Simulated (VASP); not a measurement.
# Zn (P6_3/mmc) in VASP: further runs

The runs below take Zn through relaxation of cell and atoms, with PBE.

All numbers are computed with VASP 6.6.1; they aren't measurements. Logs are shortened: lines on timing, memory, paths and dates and some standing lists are left out, and cuts for length are marked.

**1. The cell of the first run**

It takes space group P6_3/mmc (No. 194, hexagonal). Conventional cell: a = 2.478 Å, b = 2.478 Å, c = 4.075 Å, α = 90.00°, β = 90.00°, γ = 120.00°. Within 3.3 Å of Zn (site symmetry -6m2) lie 12 Zn at 2.48 to 2.49 Å.

**2. Relaxation of cell and atoms, PBE, target pressure 54 GPa, at which the enthalpy is minimised**

INCAR reads:

```
PREC     = Accurate       # precision mode
ENCUT    = 600            # plane-wave cutoff, eV
EDIFF    = 1E-7           # SCF threshold, eV
ISMEAR   = -1             # smearing method
SIGMA    = 0.05           # smearing width, eV
LREAL    = False          # projectors in reciprocal space
LASPH    = True           # aspherical terms in the spheres
NELM     = 60             # most SCF steps
ALGO     = Normal         # electronic algorithm
ISIF     = 3              # what is computed and relaxed
LWAVE    = False          # write WAVECAR
LCHARG   = False          # write CHGCAR
GGA      = PE             # functional
IBRION   = 2              # ionic algorithm
NSW      = 32             # ionic steps
EDIFFG   = -0.005         # ionic threshold
PSTRESS  = 540.0
```

KPOINTS reads:

```
Automatic mesh
0
Gamma
  18 18 10
```

POSCAR reads:

```
Zn
1.0
    2.4776269318      0.0000000000      0.0000000000
   -1.2388134659      2.1456878640      0.0000000000
    0.0000000000      0.0000000000      4.0752290299
Zn
2
Direct
    0.3333333333      0.6666666667      0.2500000000
    0.6666666667      0.3333333333      0.7500000000
```

Potentials or basis: VASP PAW PBE potentials, release 64 (Zn).

Run with:

```console
$ cat potpaw_PBE.64/Zn/POTCAR > POTCAR
$ mpirun -np 1 vasp_std > vasp.out
```

OUTCAR:

```text
PREC = Accurate
   ENCUT = 600
   EDIFF = 1E-7
   ISMEAR = -1
   LREAL = False
   LASPH = True
   NELM = 60
   ISIF = 3
   GGA = PE
   IBRION = 2
   NSW = 32
   EDIFFG = -0.005
   PSTRESS = 540.0

 ion  position               nearest neighbor table
   1  0.333  0.667  0.250-   2 2.49   2 2.49   2 2.49   2 2.49   2 2.49   2 2.49
   2  0.667  0.333  0.750-   1 2.49   1 2.49   1 2.49   1 2.49   1 2.49   1 2.49

  LATTYP: Found a hexagonal cell.
 ALAT       =     2.4776269318
 C/A-ratio  =     1.6448114030

  Lattice vectors:

 A1 = (   2.4776269318,   0.0000000000,   0.0000000000)
 A2 = (  -1.2388134659,   2.1456878640,   0.0000000000)
 A3 = (   0.0000000000,   0.0000000000,   4.0752290299)

Analysis of symmetry for initial positions (statically):
=====================================================================
 Subroutine PRICEL returns:
 Original cell was already a primitive cell.

 Routine SETGRP: Setting up the symmetry group for a
 hexagonal supercell.

 Subroutine GETGRP returns: Found 24 space group operations
 (whereof 12 operations were pure point group operations)
 out of a pool of 24 trial point group operations.

The static configuration has the point symmetry D_3d.
 The point group associated with its full space group is D_6h.

Analysis of symmetry for dynamics (positions and initial velocities):
=====================================================================
 Subroutine PRICEL returns:
 Original cell was already a primitive cell.

 Routine SETGRP: Setting up the symmetry group for a
 hexagonal supercell.

 Subroutine GETGRP returns: Found 24 space group operations
 (whereof 12 operations were pure point group operations)
 out of a pool of 24 trial point group operations.

The dynamic configuration has the point symmetry D_3d.
 The point group associated with its full space group is D_6h.

 Subroutine INISYM returns: Found 24 space group operations
 (whereof 12 operations are pure point group operations),
 and found     1 'primitive' translations

----------------------------------------------------------------------------------------

                                     Primitive cell

  volume of cell :      21.6648

  direct lattice vectors                    reciprocal lattice vectors
     2.477626932  0.000000000  0.000000000     0.403612016  0.233025506  0.000000000
    -1.238813466  2.145687864  0.000000000     0.000000000  0.466051012  0.000000000
     0.000000000  0.000000000  4.075229030     0.000000000  0.000000000  0.245384981

  length of vectors
     2.477626932  2.477626932  4.075229030     0.466051012  0.466051012  0.245384981

  position of ions in fractional coordinates (direct lattice)
     0.333333333  0.666666667  0.250000000
     0.666666667  0.333333333  0.750000000

  ion indices of the primitive-cell ions
   primitive index   ion index
                 1           1
                 2           2

----------------------------------------------------------------------------------------

 KPOINTS: Automatic mesh

Automatic generation of k-mesh.
 Grid dimensions read from file:
 generate k-points for:   18   18   10

 Generating k-lattice:

  Cartesian coordinates                     Fractional coordinates (reciprocal lattice)
     0.022422890  0.012945861  0.000000000     0.055555556  0.000000000  0.000000000
     0.000000000  0.025891723  0.000000000     0.000000000  0.055555556  0.000000000
     0.000000000  0.000000000  0.024538498     0.000000000  0.000000000  0.100000000

  Length of vectors
     0.025891723  0.025891723  0.024538498

  Shift w.r.t. Gamma in fractional coordinates (k-lattice)
     0.000000000  0.000000000  0.000000000

 Subroutine IBZKPT returns following result:
 ===========================================

 Found    222 irreducible k-points:

 Following reciprocal coordinates:
            Coordinates               Weight
  0.000000  0.000000  0.000000      1.000000
  0.055556  0.000000  0.000000      6.000000
  0.111111  0.000000  0.000000      6.000000
  0.166667  0.000000  0.000000      6.000000
  0.222222  0.000000  0.000000      6.000000
  0.277778  0.000000  0.000000      6.000000
[... 16 lines left out ...]
  0.333333  0.111111  0.000000     12.000000
  0.388889  0.111111  0.000000     12.000000
 [... further k-points ...]
   k-points           NKPTS =    222   k-points in BZ     NKDIM =    222   number of bands    NBANDS=     16
   number of dos      NEDOS =    301   number of ions     NIONS =      2
   total plane-waves  NPLWV =  14400
   dimension x,y,z NGX =    20 NGY =   20 NGZ =   36
   dimension x,y,z NGXF=    40 NGYF=   40 NGZF=   72
   ions per type =               2
   NGX,Y,Z   is equivalent  to a cutoff of  13.42, 13.42, 14.69 a.u.
   NGXF,Y,Z  is equivalent  to a cutoff of  26.84, 26.84, 29.37 a.u.
 SYSTEM =  unknown system
   PREC   = accura    normal or accurate (medium, high low for compatibility)
   ISTART =      0    job   : 0-new  1-cont  2-samecut
   ICHARG =      2    charge: 1-file 2-atom 10-const
   ISPIN  =      1    spin polarized calculation?
   LNONCOLLINEAR =      F non collinear calculations
   LSORBIT =      F    spin-orbit coupling
   LASPH  =      T    aspherical Exc in radial PAW
   ENCUT  =  600.0 eV  44.10 Ry    6.64 a.u.   4.95  4.95  8.14*2*pi/ulx,y,z
   NELM   =     60;   NELMIN=  2; NELMDL= -5     # of ELM steps
   EDIFF  = 0.1E-06   stopping-criterion for ELM
   LREAL  =      F    real-space projection
   EDIFFG = -.5E-02   stopping-criterion for IOM
   NSW    =     32    number of steps for IOM
   IBRION =      2    ionic relax: 0-MD 1-quasi-New 2-CG
   NFREE  =      1    steps in history (QN), initial steepest desc. (CG)
   ISIF   =      3    stress and relaxation
   ISYM   =      2    0-nonsym 1-usesym 2-fastsym
   POTIM  = 0.5000    time-step for ionic-motion
   TEBEG  =    0.0;   TEEND  =   0.0 temperature during run
   PSTRESS=  540.0 pullay stress
   NELECT =      24.0000    total number of electrons
   NUPDOWN=      -1.0000    fix difference up-down
   EMIN   =  10.00;   EMAX   =-10.00  energy-range for DOS
   EFERMI =   0.00;   METHOD = LEGACY
   ISMEAR =    -1;   SIGMA  =   0.05  broadening in eV -4-tet -1-fermi 0-gaus
   EFERMI_NEDOS =   21; number of points for ismear=-14 and -15
   IALGO  =     38    algorithm
   IMIX   =      4    mixing-type and parameters
     AMIX     =   0.40;   BMIX     =  1.00
     AMIX_MAG =   1.60;   BMIX_MAG =  1.00
  volume/ion in A,a.u.               =      10.83        73.10
  Fermi-wavevector in a.u.,A,eV,Ry     =   1.693923  3.201051 39.040234  2.869376
  Thomas-Fermi vector in A             =   2.775241
   LORBIT       =      0    0 simple, 1 ext, 2 COOP (PROOUT), +10 PAW based schemes
   GGA     = PE    functional components
   LHFCALC =     F    Hartree Fock is set to
   AEXX    =    0.0000 exact exchange contribution
   IVDW    =     0    specifies the selected vdW correction
   LEPSILON=     F    determine dielectric tensor
   LRPA    =     F    only Hartree local field effects (RPA)
 conjugate gradient relaxation of ions
 non-spin polarized calculation
  energy-cutoff  :      600.00
  volume of cell :       21.66
 maximum number of plane-waves:       756
 NGX is ok and might be reduce to    20
   NGX =  9   NGY =  9   NGZ = 17

--------------------------------------- Ionic step        1  -------------------------------------------

 number of electron      24.0000000 magnetization

 Free energy of the ion-electron system (eV)
  ---------------------------------------------------
  ext. energy  EPLUGINS =         0.00000000
  ---------------------------------------------------
  free energy    TOTEN  =        -1.17183187 eV

  energy without entropy =       -1.17058841  energy(sigma->0) =       -1.17121014

------------------------ aborting loop because EDIFF is reached ----------------------------------------

  FORCE on cell =-STRESS in cart. coord.  units (eV):
  Direction    XX          YY          ZZ          XY          YZ          ZX
  --------------------------------------------------------------------------------------
  -------------------------------------------------------------------------------------
  Total        7.4326984      7.4326984      7.4305586      0.0000000      0.0000000      0.0000000
  in kB      549.6707354    549.6707354    549.5124868      0.0000000      0.0000000      0.0000000
  external PRESSURE =       9.6179859 kB  Pullay stress =     540.0000000 kB
[... 61 lines left out ...]
  enthalpy is  TOTEN    =         6.1307471979 eV   P V=        7.3708664496

--------------------------------------- Ionic step        3  -------------------------------------------

 number of electron      23.9999999 magnetization

 Free energy of the ion-electron system (eV)
  ---------------------------------------------------
  ext. energy  EPLUGINS =         0.00000000
  ---------------------------------------------------
  free energy    TOTEN  =        -1.19411221 eV

  energy without entropy =       -1.19285645  energy(sigma->0) =       -1.19348433

 E-fermi :   6.3859     XC(G=0): -13.4457

 val. band max:        6.2883517731   @ k =   0.2222   0.2222   0.1000
 cond. band min:       6.4533539697   @ k =   0.2778   0.0000   0.0000
 fundamental gap:      0.1650021965
 Fermi energy:         6.3859094858

 k-point     1 :       0.0000    0.0000    0.0000
  band No.  band energies     occupation
      1      -7.4970      2.00000
      2      -4.3495      2.00000
      3      -2.9164      2.00000
      4      -2.8287      2.00000
      5      -2.8287      2.00000
      6      -2.6650      2.00000
[... 8 lines left out ...]
     15      25.3267      0.00000
     16      25.9561      0.00000
[... 420 lines left out ...]
  band No.  band energies     occupation
      1      -3.9712      2.00000
      2      -3.8966      2.00000
      3      -3.8103      2.00000
      4      -2.9158      2.00000
      5      -2.7249      2.00000
      6      -2.6151      2.00000
[... 8 lines left out ...]
     15      13.3328      0.00000
     16      14.2724      0.00000

 [... further k-points ...]
[... 5 lines left out ...]
  --------------------------------------------------------------------------------------
  -------------------------------------------------------------------------------------
  Total        7.3249695      7.3249695      7.3284756      0.0000000      0.0000000      0.0000000
  in kB      540.0702899    540.0702899    540.3287951      0.0000000      0.0000000      0.0000000
  external PRESSURE =       0.1564583 kB  Pullay stress =     540.0000000 kB
[... 17 lines left out ...]
  FREE ENERGIE OF THE ION-ELECTRON SYSTEM (eV)
  ---------------------------------------------------
  free  energy   TOTEN  =        -1.1941122058 eV

  energy  without entropy=       -1.1928564536  energy(sigma->0) =       -1.19348433

  enthalpy is  TOTEN    =         6.1299039572 eV   P V=        7.3240161630

 reached required accuracy - stopping structural energy minimisation
```

Wall time 2.6 min (1 thread of Intel Xeon Platinum 8259CL at 2.50GHz (Skylake/Cascade Lake), shared host); peak memory 0.2 GiB.

Results:

```yaml
Free_energy: -1.1941 eV
Relaxed_volume: 10.87 Å³/atom
Relaxed_cell: a = 2.480 Å, b = 2.480 Å, c = 4.079 Å, α = 90.00°, β = 90.00°, γ = 120.00°
Space_group_after_relaxing_to_0.1_Å: P6_3/mmc (No. 194)
Energy_change_on_relaxing_the_run_minimises_the_enthalpy: -11.1 meV/atom
Ionic_steps: 3
Pressure_after_relaxing: 54.0 GPa
Band_gap_on_the_k_mesh: zero (bands 12 and 13 overlap by 2.81 eV)
```

The path:
| step | energy change (eV) | largest force (eV/Å) | pressure (GPa) | volume (Å³) |
| --- | --- | --- | --- | --- |
| 1 | 0.0000 | 0.0000 | 54.96 | 21.66 |
| 2 | -0.0683 | 0.0000 | 52.09 | 21.87 |
| 3 | -0.0223 | 0.0000 | 54.02 | 21.73 |

Final structure:
```
Zn
1.0
     2.48014    0.00000    0.00000
    -1.24007    2.14786    0.00000
     0.00000    0.00000    4.07929
Zn
2
Cartesian
  0.0000 1.4319 1.0198
  1.2401 0.7160 3.0595
```

Levels at points of the mesh, in eV from the Fermi level:
| k point | band 9 | band 10 | band 11 | band 12 | band 13 | band 14 | band 15 | band 16 |
| --- | --- | --- | --- | --- | --- | --- | --- | --- |
| (0.00, 0.00, 0.00) | -8.80 | -8.16 | -8.16 | -5.07 | -1.25 | 18.94 | 18.94 | 19.57 |
| (0.50, 0.00, 0.00) | -8.05 | -7.98 | -4.83 | -3.36 | 3.81 | 4.23 | 6.68 | 6.95 |
| (0.00, 0.00, 0.50) | -8.36 | -8.36 | -8.36 | -8.36 | 8.57 | 8.57 | 20.38 | 20.38 |
| (0.50, 0.00, 0.50) | -8.01 | -8.01 | -3.66 | -3.66 | 0.19 | 0.19 | 12.95 | 12.95 |

Caveat: the cell is relaxed towards a set pressure, so the run minimises the enthalpy, not the energy.

[end of part 1 of 2]

The gap in the log of VASP goes by the Fermi energy; the results here count the filled bands.